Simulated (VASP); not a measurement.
# Be (P4_2/mnm) in VASP: a series of runs

The runs below take Be through single point, electric field gradients, with PBE.

All numbers are computed with VASP 6.6.1; they aren't measurements. Logs are shortened: lines on timing, memory, paths and dates and some standing lists are left out, and cuts for length are marked.

## (1) The cell of the first run

It takes space group P4_2/mnm (No. 136, tetragonal). Conventional cell: a = 3.747 Å, b = 3.747 Å, c = 2.281 Å, α = 90.00°, β = 90.00°, γ = 90.00°. Be (site symmetry m2m) has 13 Be at 2.15 to 2.70 Å within 2.8 Å.

## (2) Single point, PBE

The input, POSCAR:

```
Be
1.0
    3.7468140000      0.0000000000      0.0000000000
    0.0000000000      3.7468140000      0.0000000000
    0.0000000000      0.0000000000      2.2812800000
Be
4
Direct
    0.2974080000      0.2974080000      0.0000000000
    0.7025920000      0.7025920000      0.0000000000
    0.2025920000      0.7974080000      0.5000000000
    0.7974080000      0.2025920000      0.5000000000
```

The input, INCAR.step1:

```
PREC = Accurate
ENCUT = 520
EDIFF = 1E-7
ISMEAR = -1
SIGMA = 0.05
LREAL = False
LASPH = True
NELM = 80
ALGO = Normal
ISIF = 2
LWAVE = False
LCHARG = True
GGA = PE
NBANDS = 12
```

The input, KPOINTS.step1:

```
Automatic mesh
0
Gamma
  9 9 14
```

The input, INCAR.step2:

```
PREC = Accurate
ENCUT = 520
EDIFF = 1E-7
ISMEAR = -5
SIGMA = 0.05
LREAL = False
LASPH = True
NELM = 80
ALGO = Normal
ISIF = 2
LWAVE = False
LCHARG = False
GGA = PE
LORBIT = 10
NEDOS = 1001
ICHARG = 11
```

The input, KPOINTS.step2:

```
Automatic mesh
0
Gamma
  14 14 21
```

Potentials or basis: VASP PAW PBE potentials, release 64 (Be).

Started as:

```sh
> cat potpaw_PBE.64/Be/POTCAR > POTCAR
> cp INCAR.step1 INCAR
> cp KPOINTS.step1 KPOINTS
> mpirun -np 1 vasp_std > vasp.out
> cp INCAR.step2 INCAR
> cp KPOINTS.step2 KPOINTS
> mpirun -np 1 vasp_std > vasp.out
```

OUTCAR:

```text
PREC = Accurate
   ENCUT = 520
   EDIFF = 1E-7
   ISMEAR = -5
   LREAL = False
   LASPH = True
   NELM = 80
   ISIF = 2
   GGA = PE
   LORBIT = 10
   ICHARG = 11

 ion  position               nearest neighbor table
   1  0.297  0.297  0.000-   2 2.15   3 2.22   4 2.22   3 2.22   4 2.22   3 2.22   3 2.22   4 2.22
                             4 2.22
   2  0.703  0.703  0.000-   1 2.15   3 2.22   4 2.22   3 2.22   4 2.22   4 2.22   4 2.22   3 2.22
                             3 2.22
   3  0.203  0.797  0.500-   4 2.15   2 2.22   1 2.22   1 2.22   2 2.22   1 2.22   1 2.22   2 2.22
                             2 2.22
   4  0.797  0.203  0.500-   3 2.15   2 2.22   1 2.22   1 2.22   2 2.22   2 2.22   2 2.22   1 2.22
                             1 2.22

  LATTYP: Found a simple tetragonal cell.
 ALAT       =     3.7468140000
 C/A-ratio  =     0.6088586196

  Lattice vectors:

 A1 = (   3.7468140000,   0.0000000000,   0.0000000000)
 A2 = (   0.0000000000,   3.7468140000,   0.0000000000)
 A3 = (   0.0000000000,   0.0000000000,   2.2812800000)

Analysis of symmetry for initial positions (statically):
=====================================================================
 Subroutine PRICEL returns:
 Original cell was already a primitive cell.

 Routine SETGRP: Setting up the symmetry group for a
 simple tetragonal supercell.

 Subroutine GETGRP returns: Found 16 space group operations
 (whereof  8 operations were pure point group operations)
 out of a pool of 16 trial point group operations.

The static configuration has the point symmetry D_2h.
 The point group associated with its full space group is D_4h.

Analysis of symmetry for dynamics (positions and initial velocities):
=====================================================================
 Subroutine PRICEL returns:
 Original cell was already a primitive cell.

 Routine SETGRP: Setting up the symmetry group for a
 simple tetragonal supercell.

 Subroutine GETGRP returns: Found 16 space group operations
 (whereof  8 operations were pure point group operations)
 out of a pool of 16 trial point group operations.

The dynamic configuration has the point symmetry D_2h.
 The point group associated with its full space group is D_4h.

 Subroutine INISYM returns: Found 16 space group operations
 (whereof  8 operations are pure point group operations),
 and found     1 'primitive' translations

----------------------------------------------------------------------------------------

                                     Primitive cell

  volume of cell :      32.0260

  direct lattice vectors                    reciprocal lattice vectors
     3.746814000  0.000000000  0.000000000     0.266893419  0.000000000  0.000000000
     0.000000000  3.746814000  0.000000000     0.000000000  0.266893419  0.000000000
     0.000000000  0.000000000  2.281280000     0.000000000  0.000000000  0.438350400

  length of vectors
     3.746814000  3.746814000  2.281280000     0.266893419  0.266893419  0.438350400

  position of ions in fractional coordinates (direct lattice)
     0.297408000  0.297408000  0.000000000
     0.702592000  0.702592000  0.000000000
     0.202592000  0.797408000  0.500000000
     0.797408000  0.202592000  0.500000000

  ion indices of the primitive-cell ions
   primitive index   ion index
                 1           1
                 2           2
                 3           3
                 4           4

----------------------------------------------------------------------------------------

 KPOINTS: Automatic mesh

Automatic generation of k-mesh.
 Grid dimensions read from file:
 generate k-points for:   14   14   21

 Generating k-lattice:

  Cartesian coordinates                     Fractional coordinates (reciprocal lattice)
     0.019063816  0.000000000  0.000000000     0.071428571  0.000000000  0.000000000
     0.000000000  0.019063816  0.000000000     0.000000000  0.071428571  0.000000000
     0.000000000  0.000000000  0.020873829     0.000000000  0.000000000  0.047619048

  Length of vectors
     0.019063816  0.019063816  0.020873829

  Shift w.r.t. Gamma in fractional coordinates (k-lattice)
     0.000000000  0.000000000  0.000000000

 TETIRR: Found   6181 inequivalent tetrahedra from    24696

 Subroutine IBZKPT returns following result:
 ===========================================

 Found    396 irreducible k-points:

 Following reciprocal coordinates:
            Coordinates               Weight
  0.000000  0.000000  0.000000      1.000000
  0.071429  0.000000  0.000000      4.000000
  0.142857  0.000000  0.000000      4.000000
  0.214286  0.000000  0.000000      4.000000
  0.285714  0.000000  0.000000      4.000000
  0.357143  0.000000  0.000000      4.000000
[... 16 lines left out ...]
  0.285714  0.214286  0.000000      8.000000
  0.357143  0.214286  0.000000      8.000000
 [... further k-points ...]
   k-points           NKPTS =    396   k-points in BZ     NKDIM =    396   number of bands    NBANDS=      8
   number of dos      NEDOS =   1001   number of ions     NIONS =      4
   total plane-waves  NPLWV =  14112
   dimension x,y,z NGX =    28 NGY =   28 NGZ =   18
   dimension x,y,z NGXF=    56 NGYF=   56 NGZF=   36
   ions per type =               4
   NGX,Y,Z   is equivalent  to a cutoff of  12.42, 12.42, 13.12 a.u.
   NGXF,Y,Z  is equivalent  to a cutoff of  24.85, 24.85, 26.23 a.u.
 SYSTEM =  unknown system
   PREC   = accura    normal or accurate (medium, high low for compatibility)
   ISTART =      0    job   : 0-new  1-cont  2-samecut
   ICHARG =     11    charge: 1-file 2-atom 10-const
   ISPIN  =      1    spin polarized calculation?
   LNONCOLLINEAR =      F non collinear calculations
   LSORBIT =      F    spin-orbit coupling
   LASPH  =      T    aspherical Exc in radial PAW
   ENCUT  =  520.0 eV  38.22 Ry    6.18 a.u.   6.97  6.97  4.24*2*pi/ulx,y,z
   NELM   =     80;   NELMIN=  2; NELMDL=  0     # of ELM steps
   EDIFF  = 0.1E-06   stopping-criterion for ELM
   LREAL  =      F    real-space projection
   EDIFFG = 0.1E-05   stopping-criterion for IOM
   NSW    =      0    number of steps for IOM
   IBRION =     -1    ionic relax: 0-MD 1-quasi-New 2-CG
   NFREE  =      0    steps in history (QN), initial steepest desc. (CG)
   ISIF   =      2    stress and relaxation
   ISYM   =      2    0-nonsym 1-usesym 2-fastsym
   POTIM  = 0.5000    time-step for ionic-motion
   TEBEG  =    0.0;   TEEND  =   0.0 temperature during run
   PSTRESS=    0.0 pullay stress
   NELECT =       8.0000    total number of electrons
   NUPDOWN=      -1.0000    fix difference up-down
   EMIN   =  10.00;   EMAX   =-10.00  energy-range for DOS
   EFERMI =   0.00;   METHOD = LEGACY
   ISMEAR =    -5;   SIGMA  =   0.05  broadening in eV -4-tet -1-fermi 0-gaus
   EFERMI_NEDOS =   21; number of points for ismear=-14 and -15
   IALGO  =     38    algorithm
   IMIX   =      4    mixing-type and parameters
     AMIX     =   0.40;   BMIX     =  1.00
     AMIX_MAG =   1.60;   BMIX_MAG =  1.00
  volume/ion in A,a.u.               =       8.01        54.03
  Fermi-wavevector in a.u.,A,eV,Ry     =   1.031028  1.948361 14.463253  1.063019
  Thomas-Fermi vector in A             =   2.165156
   LORBIT       =     10    0 simple, 1 ext, 2 COOP (PROOUT), +10 PAW based schemes
   GGA     = PE    functional components
   LHFCALC =     F    Hartree Fock is set to
   AEXX    =    0.0000 exact exchange contribution
   IVDW    =     0    specifies the selected vdW correction
   LEPSILON=     F    determine dielectric tensor
   LRPA    =     F    only Hartree local field effects (RPA)
 non-spin polarized calculation
 Fermi weights with tetrahedron method with Bloechl corrections
  energy-cutoff  :      520.00
  volume of cell :       32.03
 maximum number of plane-waves:       884
 NGX is ok and might be reduce to    28

 number of electron       8.0000000 magnetization

 Free energy of the ion-electron system (eV)
  ---------------------------------------------------
  ext. energy  EPLUGINS =         0.00000000
  ---------------------------------------------------
  free energy    TOTEN  =       -14.86091614 eV

  energy without entropy =      -14.86091614  energy(sigma->0) =      -14.86091614

 E-fermi :   6.7677     XC(G=0): -10.5624

 val. band max:        6.8967922407   @ k =   0.0000   0.0000   0.4286
 cond. band min:       6.5616251909   @ k =   0.3571   0.0000   0.3333
 fundamental gap:     -0.3351670498
 Fermi energy:         6.7677389871

 k-point     1 :       0.0000    0.0000    0.0000
  band No.  band energies     occupation
      1      -4.3592      2.00000
      2       1.8369      2.00000
      3       2.4108      2.00000
      4       5.7791      2.00000
      5       5.7791      2.00000
      6      11.6383      0.00000
      7      11.6383      0.00000
      8      14.1944      0.00000

 k-point     2 :       0.0714    0.0000    0.0000
  band No.  band energies     occupation
      1      -4.3189      2.00000
      2       1.6891      2.00000
      3       2.3065      2.00000
      4       5.7676      2.00000
      5       6.1161      2.14009
      6      11.1666      0.00000
      7      11.5803      0.00000
      8      14.7723      0.00000

 k-point     3 :       0.1429    0.0000    0.0000
  band No.  band energies     occupation
      1      -4.1981      2.00000
      2       1.1278      2.00000
      3       2.3317      2.00000
      4       5.7247      2.00000
      5       6.8758      0.51914
      6      10.3095      0.00000
      7      11.4773      0.00000
      8      15.9496      0.00000

 k-point     4 :       0.2143    0.0000    0.0000
  band No.  band energies     occupation
      1      -3.9966      2.00000
      2       0.3751      2.00000
      3       2.5266      2.00000
      4       5.6242      2.00000
      5       7.6804      0.00000
      6       9.4936      0.00000
      7      11.5242      0.00000
      8      16.4596      0.00000

 k-point     5 :       0.2857    0.0000    0.0000
  band No.  band energies     occupation
      1      -3.7147      2.00000
      2      -0.3944      2.00000
      3       2.8253      2.00000
      4       5.4246      2.00000
      5       8.2210      0.00000
      6       8.8572      0.00000
      7      11.9860      0.00000
      8      16.7988      0.00000

 k-point     6 :       0.3571    0.0000    0.0000
  band No.  band energies     occupation
      1      -3.3524      2.00000
      2      -1.1243      2.00000
      3       3.2075      2.00000
      4       5.0937      2.00000
      5       8.3924      0.00000
      6       8.4605      0.00000
      7      12.9667      0.00000
      8      17.2321      0.00000

 k-point     7 :       0.4286    0.0000    0.0000
  band No.  band energies     occupation
      1      -2.9103      2.00000
      2      -1.7927      2.00000
      3       3.6570      2.00000
      4       4.6490      2.00000
      5       8.2928      0.00000
      6       8.3571      0.00000
      7      14.3083      0.00000
      8      17.4172      0.00000
[... 133 lines left out ...]
 k-point    20 :       0.4286    0.1429    0.0000
  band No.  band energies     occupation
      1      -2.7466      2.00000
      2      -1.6270      2.00000
      3       2.6834      2.00000
      4       3.7891      2.00000
      5       9.2275      0.00000
      6       9.8629      0.00000
      7      14.4159      0.00000
      8      17.4677      0.00000

 k-point    21 :       0.5000    0.1429    0.0000
  band No.  band energies     occupation
      1      -2.2250      2.00000
      2      -2.2250      2.00000
      3       3.2077      2.00000
      4       3.2077      2.00000
      5       9.5454      0.00000
      6       9.5454      0.00000
      7      15.9234      0.00000
      8      15.9234      0.00000

 k-point    22 :       0.2143    0.2143    0.0000
  band No.  band energies     occupation
      1      -3.6326      2.00000
      2       0.6696      2.00000
      3       0.8657      2.00000
      4       5.0500      2.00000
      5       8.8002      0.00000
      6      10.2156      0.00000
      7      12.4749      0.00000
      8      16.7136      0.00000

 k-point    23 :       0.2857    0.2143    0.0000
  band No.  band energies     occupation
      1      -3.3495      2.00000
      2      -0.0178      2.00000
      3       1.0684      2.00000
      4       4.3746      2.00000
      5       9.4784      0.00000
      6      10.7792      0.00000
      7      12.7259      0.00000
      8      17.2460      0.00000

 k-point    24 :       0.3571    0.2143    0.0000
  band No.  band energies     occupation
      1      -2.9859      2.00000
      2      -0.7493      2.00000
      3       1.4418      2.00000
      4       3.6840      2.00000
      5       9.9512      0.00000
      6      11.1430      0.00000
      7      13.3334      0.00000
      8      17.6694      0.00000

 [... further k-points ...]
[... 5 lines left out ...]
  --------------------------------------------------------------------------------------
  -------------------------------------------------------------------------------------
  Total        0.0951586      0.0951586     -0.1056593      0.0000000      0.0000000      0.0000000
  in kB        4.7605370      4.7605370     -5.2858552      0.0000000      0.0000000      0.0000000
  external PRESSURE =       1.4117396 kB  Pullay stress =       0.0000000 kB

 VOLUME and BASIS-vectors are now :
 -----------------------------------------------------------------------------
  energy-cutoff  :      520.00
  volume of cell :       32.03
      direct lattice vectors                 reciprocal lattice vectors
     3.746814000  0.000000000  0.000000000     0.266893419  0.000000000  0.000000000
     0.000000000  3.746814000  0.000000000     0.000000000  0.266893419  0.000000000
     0.000000000  0.000000000  2.281280000     0.000000000  0.000000000  0.438350400

 POSITION                                       TOTAL-FORCE (eV/Angst)
 -----------------------------------------------------------------------------------
      1.11433      1.11433      0.00000         0.001697      0.001697     -0.000000
      2.63248      2.63248      0.00000        -0.001697     -0.001697      0.000000
      0.75907      2.98774      1.14064        -0.001697      0.001697     -0.000000
      2.98774      0.75907      1.14064         0.001697     -0.001697      0.000000
 -----------------------------------------------------------------------------------
    total drift:                                0.000000      0.000000     -0.000000

  FREE ENERGIE OF THE ION-ELECTRON SYSTEM (eV)
  ---------------------------------------------------
  free  energy   TOTEN  =       -14.8609161387 eV

  energy  without entropy=      -14.8609161387  energy(sigma->0) =      -14.86091614

 total charge

# of ion       s       p       d       tot
------------------------------------------
    1        0.408   0.756   0.000   1.164
    2        0.408   0.756   0.000   1.164
    3        0.408   0.756   0.000   1.164
    4        0.408   0.756   0.000   1.164
--------------------------------------------------
tot          1.631   3.025   0.000   4.656
```

Wall time 82 s (1 thread of AMD EPYC 7R43 (Zen 3), shared host); peak memory 0.17 GiB.

What came out:

| Property | Result |
| --- | --- |
| Valence electrons inside the program's atomic spheres | Be 1.16 |

Levels at points of the mesh, in eV from the Fermi level:
| k point | band 2 | band 3 | band 4 | band 5 | band 6 | band 7 |
| --- | --- | --- | --- | --- | --- | --- |
| (0.00, 0.00, 0.00) | -4.93 | -4.36 | -0.99 | -0.99 | 4.87 | 4.87 |
| (0.50, 0.00, 0.00) | -9.16 | -2.62 | -2.62 | 1.52 | 1.52 | 9.07 |
| (0.50, 0.50, 0.00) | -7.17 | -7.13 | -7.13 | 8.37 | 8.37 | 9.33 |

Caveat: tetrahedron occupations give inexact forces and stress in metals.

(Continued in part 2 of 2.)
